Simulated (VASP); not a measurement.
# AlN (Imm2) in VASP: further runs

AlN is run at these levels: PBE; tasks: single point.

All numbers are computed with VASP 6.6.1; they aren't measurements. Logs are shortened: lines on timing, memory, paths and dates and some standing lists are left out, and cuts for length are marked.

## 1. The cell of the first run

Symmetry: Imm2, No. 44, orthorhombic system. Conventional cell: a = 3.035 Å, b = 3.035 Å, c = 4.292 Å, α = 90.00°, β = 90.00°, γ = 90.00°. Al (site symmetry mm2) has 4 N at 1.78 to 1.95 Å within 2.4 Å. Within 2.4 Å of N (site symmetry mm2) lie 4 Al at 1.78 to 1.95 Å.

## 2. Single point, PBE

File INCAR:

```
  PREC = Accurate
  ENCUT = 520
  EDIFF = 1E-7
  ISMEAR = 0
  SIGMA = 0.05
  LREAL = F
  LASPH = T
  NELM = 100
  ALGO = Normal
  ISIF = 2
  LWAVE = F
  LCHARG = F
  GGA = PE
  NBANDS = 11
```

File KPOINTS:

```
Automatic mesh
0
Gamma
  10 10 10
```

File POSCAR:

```
AlN
1.0
    0.0000000000      2.1462274258      2.1462274258
    2.1462274258      0.0000000000      2.1462274258
    2.1462274258      2.1462274258      0.0000000000
Al N
1 1
Direct
   -0.0114379721      0.0114379721      0.0114379721
    0.7720328468      0.7279671532      0.7279671532
```

Potentials or basis: VASP PAW PBE potentials, release 64 (Al, N).

Launch:

```console
cat potpaw_PBE.64/Al/POTCAR potpaw_PBE.64/N/POTCAR > POTCAR
mpirun -np 1 vasp_std > vasp.out
```

OUTCAR:

```text
PREC = Accurate
   ENCUT = 520
   EDIFF = 1E-7
   ISMEAR = 0
   LREAL = F
   LASPH = T
   NELM = 100
   ISIF = 2
   GGA = PE

 ion  position               nearest neighbor table
   1  0.989  0.011  0.011-   2 1.78   2 1.78   2 1.95   2 1.95
   2  0.772  0.728  0.728-   1 1.78   1 1.78   1 1.95   1 1.95

  LATTYP: Found a face centered cubic cell.
 ALAT       =     4.2924548516

  Lattice vectors:

 A1 = (   0.0000000000,   2.1462274258,   2.1462274258)
 A2 = (   2.1462274258,   0.0000000000,   2.1462274258)
 A3 = (   2.1462274258,   2.1462274258,   0.0000000000)

Analysis of symmetry for initial positions (statically):
=====================================================================
 Subroutine PRICEL returns:
 Original cell was already a primitive cell.

 Routine SETGRP: Setting up the symmetry group for a
 face centered cubic supercell.

 Subroutine GETGRP returns: Found  4 space group operations
 (whereof  4 operations were pure point group operations)
 out of a pool of 48 trial point group operations.

The static configuration has the point symmetry C_2v.

Analysis of symmetry for dynamics (positions and initial velocities):
=====================================================================
 Subroutine PRICEL returns:
 Original cell was already a primitive cell.

 Routine SETGRP: Setting up the symmetry group for a
 face centered cubic supercell.

 Subroutine GETGRP returns: Found  4 space group operations
 (whereof  4 operations were pure point group operations)
 out of a pool of 48 trial point group operations.

The dynamic configuration has the point symmetry C_2v.

 Subroutine INISYM returns: Found  4 space group operations
 (whereof  4 operations are pure point group operations),
 and found     1 'primitive' translations

----------------------------------------------------------------------------------------

                                     Primitive cell

  volume of cell :      19.7723

  direct lattice vectors                    reciprocal lattice vectors
     0.000000000  2.146227426  2.146227426    -0.232966923  0.232966923  0.232966923
     2.146227426  0.000000000  2.146227426     0.232966923 -0.232966923  0.232966923
     2.146227426  2.146227426  0.000000000     0.232966923  0.232966923 -0.232966923

  length of vectors
     3.035223934  3.035223934  3.035223934     0.403510548  0.403510548  0.403510548

  position of ions in fractional coordinates (direct lattice)
     0.988562028  0.011437972  0.011437972
     0.772032847  0.727967153  0.727967153

  ion indices of the primitive-cell ions
   primitive index   ion index
                 1           1
                 2           2

----------------------------------------------------------------------------------------

 KPOINTS: Automatic mesh

Automatic generation of k-mesh.
 Grid dimensions read from file:
 generate k-points for:   10   10   10

 Generating k-lattice:

  Cartesian coordinates                     Fractional coordinates (reciprocal lattice)
    -0.023296692  0.023296692  0.023296692     0.100000000  0.000000000  0.000000000
     0.023296692 -0.023296692  0.023296692     0.000000000  0.100000000  0.000000000
     0.023296692  0.023296692 -0.023296692     0.000000000  0.000000000  0.100000000

  Length of vectors
     0.040351055  0.040351055  0.040351055

  Shift w.r.t. Gamma in fractional coordinates (k-lattice)
     0.000000000  0.000000000  0.000000000

 Subroutine IBZKPT returns following result:
 ===========================================

 Found    171 irreducible k-points:

 Following reciprocal coordinates:
            Coordinates               Weight
  0.000000  0.000000  0.000000      1.000000
  0.100000  0.000000  0.000000      4.000000
  0.000000  0.100000  0.000000      4.000000
  0.200000  0.000000  0.000000      4.000000
  0.000000  0.200000  0.000000      4.000000
  0.300000  0.000000  0.000000      4.000000
[... 16 lines left out ...]
  0.000000  0.400000  0.100000      4.000000
  0.100000  0.000000  0.400000      8.000000
 [... further k-points ...]
   k-points           NKPTS =    171   k-points in BZ     NKDIM =    171   number of bands    NBANDS=     11
   number of dos      NEDOS =    301   number of ions     NIONS =      2
   total plane-waves  NPLWV =  13824
   dimension x,y,z NGX =    24 NGY =   24 NGZ =   24
   dimension x,y,z NGXF=    48 NGYF=   48 NGZF=   48
   ions per type =               1   1
   NGX,Y,Z   is equivalent  to a cutoff of  13.15, 13.15, 13.15 a.u.
   NGXF,Y,Z  is equivalent  to a cutoff of  26.29, 26.29, 26.29 a.u.
 SYSTEM =  unknown system
   PREC   = accura    normal or accurate (medium, high low for compatibility)
   ISTART =      0    job   : 0-new  1-cont  2-samecut
   ICHARG =      2    charge: 1-file 2-atom 10-const
   ISPIN  =      1    spin polarized calculation?
   LNONCOLLINEAR =      F non collinear calculations
   LSORBIT =      F    spin-orbit coupling
   LASPH  =      T    aspherical Exc in radial PAW
   ENCUT  =  520.0 eV  38.22 Ry    6.18 a.u.   5.64  5.64  5.64*2*pi/ulx,y,z
   NELM   =    100;   NELMIN=  2; NELMDL= -5     # of ELM steps
   EDIFF  = 0.1E-06   stopping-criterion for ELM
   LREAL  =      F    real-space projection
   EDIFFG = 0.1E-05   stopping-criterion for IOM
   NSW    =      0    number of steps for IOM
   IBRION =     -1    ionic relax: 0-MD 1-quasi-New 2-CG
   NFREE  =      0    steps in history (QN), initial steepest desc. (CG)
   ISIF   =      2    stress and relaxation
   ISYM   =      2    0-nonsym 1-usesym 2-fastsym
   POTIM  = 0.5000    time-step for ionic-motion
   TEBEG  =    0.0;   TEEND  =   0.0 temperature during run
   PSTRESS=    0.0 pullay stress
   NELECT =       8.0000    total number of electrons
   NUPDOWN=      -1.0000    fix difference up-down
   EMIN   =  10.00;   EMAX   =-10.00  energy-range for DOS
   EFERMI =   0.00;   METHOD = LEGACY
   ISMEAR =     0;   SIGMA  =   0.05  broadening in eV -4-tet -1-fermi 0-gaus
   EFERMI_NEDOS =   21; number of points for ismear=-14 and -15
   IALGO  =     38    algorithm
   IMIX   =      4    mixing-type and parameters
     AMIX     =   0.40;   BMIX     =  1.00
     AMIX_MAG =   1.60;   BMIX_MAG =  1.00
  volume/ion in A,a.u.               =       9.89        66.72
  Fermi-wavevector in a.u.,A,eV,Ry     =   1.210837  2.288151 19.947865  1.466127
  Thomas-Fermi vector in A             =   2.346371
   LORBIT       =      0    0 simple, 1 ext, 2 COOP (PROOUT), +10 PAW based schemes
   GGA     = PE    functional components
   LHFCALC =     F    Hartree Fock is set to
   AEXX    =    0.0000 exact exchange contribution
   IVDW    =     0    specifies the selected vdW correction
   LEPSILON=     F    determine dielectric tensor
   LRPA    =     F    only Hartree local field effects (RPA)
 non-spin polarized calculation
 Gauss-broadening in eV      SIGMA  =   0.05
  energy-cutoff  :      520.00
  volume of cell :       19.77
 maximum number of plane-waves:       547
   NGX = 11   NGY = 11   NGZ = 11

 number of electron       7.9999998 magnetization

 Free energy of the ion-electron system (eV)
  ---------------------------------------------------
  ext. energy  EPLUGINS =         0.00000000
  ---------------------------------------------------
  free energy    TOTEN  =       -14.59637827 eV

  energy without entropy =      -14.59637827  energy(sigma->0) =      -14.59637827

 E-fermi :   7.0732     XC(G=0): -11.1618

 val. band max:        6.8315181556   @ k =   0.0000   0.0000   0.0000
 cond. band min:       9.7989648069   @ k =   0.5000   0.5000   0.0000
 fundamental gap:      2.9674466513
 Fermi energy:         7.0732450274

 k-point     1 :       0.0000    0.0000    0.0000
  band No.  band energies     occupation
      1      -8.8223      2.00000
      2       6.0718      2.00000
      3       6.4864      2.00000
      4       6.8315      2.00000
      5      11.0855      0.00000
      6      19.5139      0.00000
      7      19.5874      0.00000
      8      19.5962      0.00000
      9      24.4547      0.00000
     10      24.5575      0.00000
     11      25.5504      0.00000

 k-point     2 :       0.1000    0.0000    0.0000
  band No.  band energies     occupation
      1      -8.6677      2.00000
      2       5.8143      2.00000
      3       6.0238      2.00000
      4       6.5894      2.00000
      5      11.7818      0.00000
      6      19.0198      0.00000
      7      19.7264      0.00000
      8      19.7661      0.00000
      9      23.3913      0.00000
     10      23.4102      0.00000
     11      25.0462      0.00000

 k-point     3 :       0.0000    0.1000    0.0000
  band No.  band energies     occupation
      1      -8.6660      2.00000
      2       5.4046      2.00000
      3       6.3445      2.00000
      4       6.7740      2.00000
      5      11.6838      0.00000
      6      19.0510      0.00000
      7      19.6589      0.00000
      8      19.9228      0.00000
      9      23.1037      0.00000
     10      23.2380      0.00000
     11      25.5145      0.00000

 k-point     4 :       0.2000    0.0000    0.0000
  band No.  band energies     occupation
      1      -8.2270      2.00000
      2       4.1414      2.00000
      3       5.9037      2.00000
      4       6.4295      2.00000
      5      12.9558      0.00000
      6      18.2336      0.00000
      7      19.4468      0.00000
      8      19.6315      0.00000
      9      22.8844      0.00000
     10      23.1738      0.00000
     11      24.2391      0.00000
[... 239 lines left out ...]
 k-point    22 :       0.4000    0.1000    0.0000
  band No.  band energies     occupation
      1      -7.0312      2.00000
      2       1.5447      2.00000
      3       5.4029      2.00000
      4       5.8906      2.00000
      5      14.2585      0.00000
      6      16.3387      0.00000
      7      18.5205      0.00000
      8      18.9552      0.00000
      9      23.7052      0.00000
     10      25.6440      0.00000
     11      26.9987      0.00000

 k-point    23 :       0.0000    0.4000    0.1000
  band No.  band energies     occupation
      1      -7.0097      2.00000
      2       1.3412      2.00000
      3       5.6267      2.00000
      4       6.0959      2.00000
      5      14.1056      0.00000
      6      16.2198      0.00000
      7      18.7878      0.00000
      8      18.8267      0.00000
      9      23.5509      0.00000
     10      25.8255      0.00000
     11      26.7062      0.00000

 k-point    24 :       0.1000    0.0000    0.4000
  band No.  band energies     occupation
      1      -7.0073      2.00000
      2       1.3248      2.00000
      3       5.7204      2.00000
      4       6.0516      2.00000
      5      14.0211      0.00000
      6      16.3485      0.00000
      7      18.4665      0.00000
      8      19.1394      0.00000
      9      23.2539      0.00000
     10      26.1361      0.00000
     11      26.5097      0.00000

 [... further k-points ...]

------------------------ aborting loop because EDIFF is reached ----------------------------------------

  FORCE on cell =-STRESS in cart. coord.  units (eV):
  Direction    XX          YY          ZZ          XY          YZ          ZX
  --------------------------------------------------------------------------------------
  -------------------------------------------------------------------------------------
  Total        2.0217296      2.6683520      2.6683520      0.0000000     -1.8140472      0.0000000
  in kB      163.8235889    216.2203119    216.2203119      0.0000000   -146.9947903      0.0000000
  external PRESSURE =     198.7547376 kB  Pullay stress =       0.0000000 kB

 VOLUME and BASIS-vectors are now :
 -----------------------------------------------------------------------------
  energy-cutoff  :      520.00
  volume of cell :       19.77
      direct lattice vectors                 reciprocal lattice vectors
     0.000000000  2.146227426  2.146227426    -0.232966923  0.232966923  0.232966923
     2.146227426  0.000000000  2.146227426     0.232966923 -0.232966923  0.232966923
     2.146227426  2.146227426  0.000000000     0.232966923  0.232966923 -0.232966923

 POSITION                                       TOTAL-FORCE (eV/Angst)
 -----------------------------------------------------------------------------------
      0.04910      2.14623      2.14623        -2.397291      0.000000      0.000000
      3.12477      3.21934      3.21934         2.397291      0.000000      0.000000
 -----------------------------------------------------------------------------------
    total drift:                                0.000097     -0.000000     -0.000000

  FREE ENERGIE OF THE ION-ELECTRON SYSTEM (eV)
  ---------------------------------------------------
  free  energy   TOTEN  =       -14.5963782673 eV

  energy  without entropy=      -14.5963782673  energy(sigma->0) =      -14.59637827
```

Wall time 19 s (1 thread of AMD EPYC 9R45 (Zen 5), shared host); peak memory 0.13 GiB.

Results:

| Property | Result |
| --- | --- |
| Free energy | -14.5964 eV |
| Pressure | 19.9 GPa |
| Largest force | 2.397 eV/Å |
| Band gap on the k mesh | 2.97 eV, indirect (least direct gap 4.25 eV) |

Forces on the atoms (eV/Å):
```
Al  -2.397  0.000  0.000
N    2.397  0.000  0.000
```

Caveat: forces of over 1 eV/Å act on the atoms, so gaps and moduli don't describe the material at rest. A k mesh can miss the band edges.

## 3. Single point, PBE

This run uses another cell than the first one, of 10.14 Å³/atom, 1.026 times its volume.

File INCAR:

```
SYSTEM = AlN
ALGO = Normal
EDIFF = 1E-6
ENCUT = 520
GGA = PE
ISIF = 2
ISMEAR = 0
LASPH = .TRUE.
LCHARG = .FALSE.
LREAL = .FALSE.
LWAVE = .FALSE.
NBANDS = 11
NELM = 100
PREC = Accurate
SIGMA = 0.05
```

File KPOINTS:

```
k-points
0
G
  10 10 10
  0 0 0
```

File POSCAR:

```
AlN
1.0
    0.0000000000      2.1644978747      2.1644978747
    2.1644978747      0.0000000000      2.1644978747
    2.1644978747      2.1644978747      0.0000000000
Al N
1 1
Direct
   -0.0114379721      0.0114379721      0.0114379721
    0.7720328468      0.7279671532      0.7279671532
```

Potentials or basis: VASP PAW PBE potentials, release 64 (Al, N).

Launch:

```console
cat potpaw_PBE.64/Al/POTCAR potpaw_PBE.64/N/POTCAR > POTCAR
mpirun -np 1 vasp_std > vasp.out
```

Run time: 18 s. Hardware: 1 thread of AMD EPYC 9R45 (Zen 5), shared host; peak memory 0.13 GiB.

The run converged. Its results:

```yaml
Free_energy: -14.6494 eV
Pressure: 13.4 GPa
Largest_force: 2.250 eV/Å
Band_gap_on_the_k_mesh: 2.96 eV, indirect (least direct gap 4.03 eV)
```

Forces in eV/Å, atoms in the order of the input:
```
Al  -2.250  0.000  0.000
N    2.250  0.000  0.000
```

Stress tensor (GPa, compression positive):
```
 10.28   0.00   0.00
  0.00  15.00 -12.71
  0.00 -12.71  15.00
```

Levels at points of the mesh, in eV from the valence-band top:
| k point | band 1 | band 2 | band 3 | band 4 | band 5 | band 6 | band 7 | band 8 |
| --- | --- | --- | --- | --- | --- | --- | --- | --- |
| (0.00, 0.00, 0.00) | -15.50 | -0.76 | -0.34 | 0.00 | 4.03 | 12.43 | 12.50 | 12.51 |
| (0.50, 0.00, 0.00) | -13.40 | -6.22 | -1.21 | -0.72 | 7.29 | 9.71 | 10.83 | 11.06 |
| (0.00, 0.50, 0.00) | -13.36 | -6.43 | -0.91 | -0.53 | 7.11 | 9.53 | 10.85 | 11.23 |
| (0.50, 0.50, 0.00) | -12.72 | -5.36 | -2.14 | -2.12 | 2.96 | 8.28 | 13.82 | 15.76 |
| (0.00, 0.50, 0.50) | -12.72 | -5.34 | -2.45 | -1.91 | 3.00 | 8.44 | 13.83 | 15.61 |

Caveat: forces of over 1 eV/Å act on the atoms, so gaps and moduli don't describe the material at rest.
